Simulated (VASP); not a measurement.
# PtS2 (P-3m1) in VASP: further runs

Aim: see how the results for PtS2 move with the level of theory and the settings. Levels: PBE, r2SCAN. Tasks: single point.

Everything below comes from runs of VASP 6.6.1. Logs are shortened: lines on timing, memory, paths and dates and some standing lists are left out, and cuts for length are marked.

## Step 1: The cell of the first run

It takes space group P-3m1 (No. 164, trigonal). The conventional cell has a = 3.553 Å, b = 3.553 Å, c = 5.226 Å, α = 90.00°, β = 90.00°, γ = 120.00°. Pt (site symmetry -3m) has 6 S at 2.39 Å within 3.2 Å. S (site symmetry 3m) has 3 Pt at 2.39 Å and 3 S at 3.20 Å within 3.2 Å.

## Step 2: Single point, PBE (uniaxial z strain +2.0%)

Input file INCAR:

```
SYSTEM = PtS2
PREC = Accurate ; ENCUT = 520
EDIFF = 1E-7 ; ISMEAR = -1
SIGMA = 0.02 ; LREAL = .False.
LASPH = .True. ; NELM = 80
ALGO = Normal ; ISIF = 2
LWAVE = .False. ; LCHARG = .False.
GGA = PE ; NBANDS = 18
```

Input file KPOINTS:

```
regular mesh
0
Gamma
  12 12 6
  0 0 0
```

Input file POSCAR:

```
PtS2
1.0
    3.5526415803      0.0000000000      0.0000000000
   -1.7763207902      3.0766778591      0.0000000000
    0.0000000000      0.0000000000      5.2261898081
Pt S
1 2
Direct
    0.0000000000      0.0000000000      0.0000000000
    0.3333333333      0.6666666667      0.2349806655
    0.6666666667      0.3333333333      0.7650193345
```

Potentials or basis: VASP PAW PBE potentials, release 64 (Pt, S).

On the command line:

```console
$ cat potpaw_PBE.64/Pt/POTCAR potpaw_PBE.64/S/POTCAR > POTCAR
$ mpirun -np 1 vasp_std > vasp.out
```

OUTCAR:

```text
SYSTEM = PtS2
   PREC = Accurate
   ENCUT = 520
   EDIFF = 1E-7
   ISMEAR = -1
   LREAL = .False.
   LASPH = .True.
   NELM = 80
   ISIF = 2
   GGA = PE

 ion  position               nearest neighbor table
   1  0.000  0.000  0.000-   2 2.39   3 2.39   3 2.39   2 2.39   3 2.39   2 2.39
   2  0.333  0.667  0.235-   1 2.39   1 2.39   1 2.39
   3  0.667  0.333  0.765-   1 2.39   1 2.39   1 2.39

  LATTYP: Found a hexagonal cell.
 ALAT       =     3.5526415803
 C/A-ratio  =     1.4710715083

  Lattice vectors:

 A1 = (   3.5526415803,   0.0000000000,   0.0000000000)
 A2 = (  -1.7763207902,   3.0766778591,   0.0000000000)
 A3 = (   0.0000000000,   0.0000000000,   5.2261898081)

Analysis of symmetry for initial positions (statically):
=====================================================================
 Subroutine PRICEL returns:
 Original cell was already a primitive cell.

 Routine SETGRP: Setting up the symmetry group for a
 hexagonal supercell.

 Subroutine GETGRP returns: Found 12 space group operations
 (whereof 12 operations were pure point group operations)
 out of a pool of 24 trial point group operations.

The static configuration has the point symmetry D_3d.

Analysis of symmetry for dynamics (positions and initial velocities):
=====================================================================
 Subroutine PRICEL returns:
 Original cell was already a primitive cell.

 Routine SETGRP: Setting up the symmetry group for a
 hexagonal supercell.

 Subroutine GETGRP returns: Found 12 space group operations
 (whereof 12 operations were pure point group operations)
 out of a pool of 24 trial point group operations.

The dynamic configuration has the point symmetry D_3d.

 Subroutine INISYM returns: Found 12 space group operations
 (whereof 12 operations are pure point group operations),
 and found     1 'primitive' translations

----------------------------------------------------------------------------------------

                                     Primitive cell

  volume of cell :      57.1240

  direct lattice vectors                    reciprocal lattice vectors
     3.552641580  0.000000000  0.000000000     0.281480689  0.162512952  0.000000000
    -1.776320790  3.076677859  0.000000000     0.000000000  0.325025903  0.000000000
     0.000000000  0.000000000  5.226189808     0.000000000  0.000000000  0.191343988

  length of vectors
     3.552641580  3.552641580  5.226189808     0.325025903  0.325025903  0.191343988

  position of ions in fractional coordinates (direct lattice)
[... 82 lines left out ...]
   LREAL  =      F    real-space projection
   EDIFFG = 0.1E-05   stopping-criterion for IOM
   NSW    =      0    number of steps for IOM
   IBRION =     -1    ionic relax: 0-MD 1-quasi-New 2-CG
   NFREE  =      0    steps in history (QN), initial steepest desc. (CG)
   ISIF   =      2    stress and relaxation
   ISYM   =      2    0-nonsym 1-usesym 2-fastsym
   POTIM  = 0.5000    time-step for ionic-motion
   TEBEG  =    0.0;   TEEND  =   0.0 temperature during run
   PSTRESS=    0.0 pullay stress
   NELECT =      22.0000    total number of electrons
   NUPDOWN=      -1.0000    fix difference up-down
   EMIN   =  10.00;   EMAX   =-10.00  energy-range for DOS
   EFERMI =   0.00;   METHOD = LEGACY
   ISMEAR =    -1;   SIGMA  =   0.02  broadening in eV -4-tet -1-fermi 0-gaus
   EFERMI_NEDOS =   21; number of points for ismear=-14 and -15
   IALGO  =     38    algorithm
   IMIX   =      4    mixing-type and parameters
     AMIX     =   0.40;   BMIX     =  1.00
     AMIX_MAG =   1.60;   BMIX_MAG =  1.00
  volume/ion in A,a.u.               =      19.04       128.50
  Fermi-wavevector in a.u.,A,eV,Ry     =   1.191085  2.250825 19.302370  1.418684
  Thomas-Fermi vector in A             =   2.327155
   LORBIT       =      0    0 simple, 1 ext, 2 COOP (PROOUT), +10 PAW based schemes
   GGA     = PE    functional components
   LHFCALC =     F    Hartree Fock is set to
   AEXX    =    0.0000 exact exchange contribution
   IVDW    =     0    specifies the selected vdW correction
   LEPSILON=     F    determine dielectric tensor
   LRPA    =     F    only Hartree local field effects (RPA)
 non-spin polarized calculation
  energy-cutoff  :      520.00
  volume of cell :       57.12
 maximum number of plane-waves:      1580
 NGX is ok and might be reduce to    28
   NGX = 13   NGY = 13   NGZ = 19

 number of electron      21.9999999 magnetization

 Free energy of the ion-electron system (eV)
  ---------------------------------------------------
  ext. energy  EPLUGINS =         0.00000000
  ---------------------------------------------------
  free energy    TOTEN  =       -15.41073998 eV

  energy without entropy =      -15.41073998  energy(sigma->0) =      -15.41073998

 E-fermi :   6.5019     XC(G=0): -10.3933

 val. band max:        6.1193404939   @ k =   0.0000   0.1667   0.1667
 cond. band min:       6.9017323722   @ k =   0.0000   0.2500   0.3333
 fundamental gap:      0.7823918783
 Fermi energy:         6.5019177622

 k-point     1 :       0.0000    0.0000    0.0000
  band No.  band energies     occupation
      1      -8.8673      2.00000
      2      -6.1623      2.00000
      3      -0.5068      2.00000
      4      -0.2310      2.00000
      5      -0.2310      2.00000
      6       2.4928      2.00000
[... 481 lines left out ...]
      5       0.3269      2.00000
      6       1.8618      2.00000
[... 10 lines left out ...]
     17      15.5658      0.00000
     18      15.5955      0.00000

 [... further k-points ...]

------------------------ aborting loop because EDIFF is reached ----------------------------------------

  FORCE on cell =-STRESS in cart. coord.  units (eV):
  Direction    XX          YY          ZZ          XY          YZ          ZX
  --------------------------------------------------------------------------------------
  -------------------------------------------------------------------------------------
  Total        1.1083838      1.1083838      0.6657778     -0.0000000     -0.0000000      0.0000000
  in kB       31.0872396     31.0872396     18.6733097     -0.0000000     -0.0000000      0.0000000
  external PRESSURE =      26.9492630 kB  Pullay stress =       0.0000000 kB

 VOLUME and BASIS-vectors are now :
 -----------------------------------------------------------------------------
  energy-cutoff  :      520.00
  volume of cell :       57.12
      direct lattice vectors                 reciprocal lattice vectors
     3.552641580  0.000000000  0.000000000     0.281480689  0.162512952  0.000000000
    -1.776320790  3.076677859  0.000000000     0.000000000  0.325025903  0.000000000
     0.000000000  0.000000000  5.226189808     0.000000000  0.000000000  0.191343988

 POSITION                                       TOTAL-FORCE (eV/Angst)
 -----------------------------------------------------------------------------------
      0.00000      0.00000      0.00000        -0.000000      0.000000     -0.000000
     -0.00000      2.05112      1.22805        -0.000000     -0.000000      0.017620
      1.77632      1.02556      3.99814         0.000000      0.000000     -0.017620
 -----------------------------------------------------------------------------------
    total drift:                               -0.000000      0.000000     -0.000000

  FREE ENERGIE OF THE ION-ELECTRON SYSTEM (eV)
  ---------------------------------------------------
  free  energy   TOTEN  =       -15.4107399761 eV

  energy  without entropy=      -15.4107399760  energy(sigma->0) =      -15.41073998
```

OSZICAR:

```text
N       E                     dE             d eps       ncg     rms          rms(c)
DAV:   1     0.112545852237E+03    0.11255E+03   -0.10376E+04  3632   0.109E+03
DAV:   2    -0.111607694132E+02   -0.12371E+03   -0.11958E+03  4336   0.219E+02
DAV:   3    -0.167053645687E+02   -0.55446E+01   -0.55022E+01  4688   0.469E+01
DAV:   4    -0.167650205913E+02   -0.59656E-01   -0.59622E-01  4650   0.536E+00
DAV:   5    -0.167660059929E+02   -0.98540E-03   -0.98531E-03  4684   0.675E-01    0.178E+01
DAV:   6    -0.156760653859E+02    0.10899E+01   -0.61309E+00  3736   0.243E+01    0.118E+01
DAV:   7    -0.154286326965E+02    0.24743E+00   -0.12031E+00  3724   0.110E+01    0.578E+00
DAV:   8    -0.154138218631E+02    0.14811E-01   -0.66459E-02  4000   0.176E+00    0.118E+00
DAV:   9    -0.154104584860E+02    0.33634E-02   -0.92698E-03  4276   0.998E-01    0.224E-01
DAV:  10    -0.154106801367E+02   -0.22165E-03   -0.14948E-03  4540   0.245E-01    0.919E-02
DAV:  11    -0.154107352103E+02   -0.55074E-04   -0.66753E-05  4304   0.666E-02    0.455E-02
DAV:  12    -0.154107382663E+02   -0.30559E-05   -0.10819E-05  4502   0.294E-02    0.105E-02
DAV:  13    -0.154107397293E+02   -0.14631E-05   -0.14820E-06  4244   0.836E-03    0.417E-03
DAV:  14    -0.154107399736E+02   -0.24429E-06   -0.25458E-07  4466   0.348E-03    0.996E-04
DAV:  15    -0.154107399761E+02   -0.24661E-08   -0.19364E-08  3002   0.104E-03
   1 F= -.15410740E+02 E0= -.15410740E+02  d E =-.420343E-10
```

stdout:

```text
POSCAR found type information on POSCAR PtS
 POSCAR found :  2 types and       3 ions
 scaLAPACK will be used
 LDA part: xc-table for (Slater+PW92), standard interpolation
 POSCAR, INCAR and KPOINTS ok, starting setup
 FFT: planning ... GRIDC
 FFT: planning ... GRID_SOFT
 FFT: planning ... GRID
 WAVECAR not read
 entering main loop
```

Wall time 1.7 min (1 thread of Intel Xeon Platinum 8488C (Sapphire Rapids), shared host); peak memory 0.24 GiB.

Results:

* Free energy: -15.4107 eV
* Pressure: 2.7 GPa
* Largest force: 0.018 eV/Å
* Band gap on the k mesh: 0.78 eV (least direct gap 1.02 eV)

Forces in eV/Å, atoms in the order of the input:
```
Pt   0.000  0.000  0.000
S    0.000  0.000  0.018
S    0.000  0.000 -0.018
```

Stress tensor (GPa, compression positive):
```
3.11 0.00 0.00
0.00 3.11 0.00
0.00 0.00 1.87
```

Levels at points of the mesh, in eV from the valence-band top:
| k point | band 8 | band 9 | band 10 | band 11 | band 12 | band 13 | band 14 | band 15 |
| --- | --- | --- | --- | --- | --- | --- | --- | --- |
| (0.00, 0.00, 0.00) | -1.88 | -0.95 | -0.95 | -0.07 | 2.25 | 2.25 | 4.95 | 5.44 |
| (0.50, 0.00, 0.00) | -2.95 | -2.92 | -2.83 | -2.32 | 1.69 | 2.59 | 5.44 | 6.49 |
| (0.00, 0.00, 0.50) | -2.43 | -1.14 | -1.14 | -1.06 | 2.68 | 2.68 | 5.60 | 7.08 |
| (0.50, 0.00, 0.50) | -2.93 | -2.63 | -2.56 | -1.42 | 1.90 | 2.29 | 5.07 | 5.60 |

Caveat: the cell differs from its parent crystal (uniaxial z strain +2.0%); spin-orbit coupling is left out, which moves the levels of the heavy elements. A k mesh can miss the band edges.

## Step 3: Single point, r2SCAN (uniaxial z strain +2.0%)

POSCAR is that of step 2.

Input file INCAR.step1:

```
  PREC = Accurate
  ENCUT = 520
  ISMEAR = 0
  SIGMA = 0.01
  LREAL = F
  LASPH = T
  NELM = 100
  NBANDS = 18
  GGA = PE
  ALGO = Normal
  EDIFF = 1E-4
  LWAVE = T
  LCHARG = F
```

Input file INCAR.step2:

```
  PREC = Accurate
  ENCUT = 520
  EDIFF = 1E-7
  ISMEAR = 0
  SIGMA = 0.01
  LREAL = F
  LASPH = T
  NELM = 100
  ALGO = Normal
  ISIF = 2
  LWAVE = F
  LCHARG = F
  METAGGA = R2SCAN
  LMIXTAU = T
  NBANDS = 18
  ISTART = 1
```

Input file KPOINTS:

```
regular mesh
0
Gamma
  12 12 6
```

Potentials or basis: VASP PAW PBE potentials, release 64 (Pt, S).

On the command line:

```console
$ cat potpaw_PBE.64/Pt/POTCAR potpaw_PBE.64/S/POTCAR > POTCAR
$ cp INCAR.step1 INCAR
$ mpirun -np 1 vasp_std > vasp.out
$ cp INCAR.step2 INCAR
$ mpirun -np 1 vasp_std > vasp.out
```

OUTCAR:

```text
PREC = Accurate
   ENCUT = 520
   EDIFF = 1E-7
   ISMEAR = 0
   LREAL = F
   LASPH = T
   NELM = 100
   ISIF = 2
   METAGGA = R2SCAN
   ISTART = 1

 ion  position               nearest neighbor table
   1  0.000  0.000  0.000-   2 2.39   3 2.39   3 2.39   2 2.39   3 2.39   2 2.39
   2  0.333  0.667  0.235-   1 2.39   1 2.39   1 2.39
   3  0.667  0.333  0.765-   1 2.39   1 2.39   1 2.39

  LATTYP: Found a hexagonal cell.
 ALAT       =     3.5526415803
 C/A-ratio  =     1.4710715083

  Lattice vectors:

 A1 = (   3.5526415803,   0.0000000000,   0.0000000000)
 A2 = (  -1.7763207902,   3.0766778591,   0.0000000000)
 A3 = (   0.0000000000,   0.0000000000,   5.2261898081)

Analysis of symmetry for initial positions (statically):
=====================================================================
 Subroutine PRICEL returns:
 Original cell was already a primitive cell.

 Routine SETGRP: Setting up the symmetry group for a
 hexagonal supercell.

 Subroutine GETGRP returns: Found 12 space group operations
 (whereof 12 operations were pure point group operations)
[... 166 lines left out ...]

 E-fermi :   5.9466     XC(G=0): -11.0764

 val. band max:        5.8894277362   @ k =   0.0000   0.1667   0.1667
 cond. band min:       6.8325637686   @ k =   0.0000   0.2500   0.3333
 fundamental gap:      0.9431360324
 Fermi energy:         5.9465571715

 k-point     1 :       0.0000    0.0000    0.0000
  band No.  band energies     occupation
      1      -9.7333      2.00000
      2      -6.9280      2.00000
      3      -0.9791      2.00000
      4      -0.7018      2.00000
      5      -0.7018      2.00000
      6       2.0806      2.00000
[... 481 lines left out ...]
      5      -0.1194      2.00000
      6       1.4563      2.00000
[... 10 lines left out ...]
     17      15.8758      0.00000
     18      15.8935      0.00000

 [... further k-points ...]

------------------------ aborting loop because EDIFF is reached ----------------------------------------

  FORCE on cell =-STRESS in cart. coord.  units (eV):
  Direction    XX          YY          ZZ          XY          YZ          ZX
  --------------------------------------------------------------------------------------
  -------------------------------------------------------------------------------------
  Total        0.2417417      0.2417417      0.2754912     -0.0000000     -0.0000000      0.0000000
  in kB        6.7802167      6.7802167      7.7268012     -0.0000000     -0.0000000      0.0000000
  external PRESSURE =       7.0957449 kB  Pullay stress =       0.0000000 kB

 VOLUME and BASIS-vectors are now :
 -----------------------------------------------------------------------------
  energy-cutoff  :      520.00
  volume of cell :       57.12
      direct lattice vectors                 reciprocal lattice vectors
     3.552641580  0.000000000  0.000000000     0.281480689  0.162512952  0.000000000
    -1.776320790  3.076677859  0.000000000     0.000000000  0.325025903  0.000000000
     0.000000000  0.000000000  5.226189808     0.000000000  0.000000000  0.191343988

 POSITION                                       TOTAL-FORCE (eV/Angst)
 -----------------------------------------------------------------------------------
      0.00000      0.00000      0.00000         0.000000      0.000000     -0.000000
     -0.00000      2.05112      1.22805        -0.000000      0.000000     -0.047134
      1.77632      1.02556      3.99814         0.000000     -0.000000      0.047134
 -----------------------------------------------------------------------------------
    total drift:                               -0.000000      0.000000     -0.000000

  FREE ENERGIE OF THE ION-ELECTRON SYSTEM (eV)
  ---------------------------------------------------
  free  energy   TOTEN  =       -68.8607276653 eV

  energy  without entropy=      -68.8607276653  energy(sigma->0) =      -68.86072767
```

OUTCAR.step1:

```text
PREC = Accurate
   ENCUT = 520
   ISMEAR = 0
   LREAL = F
[... 731 lines left out ...]
      0.00000      0.00000      0.00000         0.000000      0.000000      0.000000
     -0.00000      2.05112      1.22805         0.000000      0.000000      0.017954
      1.77632      1.02556      3.99814        -0.000000      0.000000     -0.017954
 -----------------------------------------------------------------------------------
    total drift:                               -0.000000      0.000000     -0.000000

  FREE ENERGIE OF THE ION-ELECTRON SYSTEM (eV)
  ---------------------------------------------------
  free  energy   TOTEN  =       -15.4107347875 eV

  energy  without entropy=      -15.4107347875  energy(sigma->0) =      -15.41073479
```

OSZICAR.step1:

```text
N       E                     dE             d eps       ncg     rms          rms(c)
DAV:   1     0.112546449791E+03    0.11255E+03   -0.10376E+04  3632   0.109E+03
DAV:   2    -0.111607694127E+02   -0.12371E+03   -0.11958E+03  4336   0.219E+02
DAV:   3    -0.167053645684E+02   -0.55446E+01   -0.55022E+01  4688   0.469E+01
DAV:   4    -0.167650205907E+02   -0.59656E-01   -0.59622E-01  4650   0.536E+00
DAV:   5    -0.167660059927E+02   -0.98540E-03   -0.98531E-03  4684   0.675E-01    0.178E+01
DAV:   6    -0.156760653675E+02    0.10899E+01   -0.61309E+00  3736   0.243E+01    0.118E+01
DAV:   7    -0.154286326739E+02    0.24743E+00   -0.12031E+00  3724   0.110E+01    0.578E+00
DAV:   8    -0.154138218712E+02    0.14811E-01   -0.66459E-02  4000   0.176E+00    0.118E+00
DAV:   9    -0.154104584858E+02    0.33634E-02   -0.92698E-03  4276   0.998E-01    0.224E-01
DAV:  10    -0.154106801363E+02   -0.22165E-03   -0.14948E-03  4540   0.245E-01    0.919E-02
DAV:  11    -0.154107347875E+02   -0.54651E-04   -0.62527E-05  3156   0.666E-02
   1 F= -.15410735E+02 E0= -.15410735E+02  d E =-.247970E-18
```

Wall time 5.8 min (1 thread of Intel Xeon Platinum 8488C (Sapphire Rapids), shared host); peak memory 0.25 GiB.

Results:

| Quantity | Value |
| --- | --- |
| Free energy | -68.8607 eV |
| Pressure | 0.7 GPa |
| Largest force | 0.047 eV/Å |
| Band gap on the k mesh | 0.94 eV (least direct gap 1.19 eV) |

Forces in eV/Å, atoms in the order of the input:
```
Pt   0.000  0.000  0.000
S    0.000  0.000 -0.047
S    0.000  0.000  0.047
```

Caveat: the cell differs from its parent crystal (uniaxial z strain +2.0%); the PAW data sets were made with another functional, which shifts forces and pressure a little; spin-orbit coupling is left out, which moves the levels of the heavy elements. A k mesh can miss the band edges.
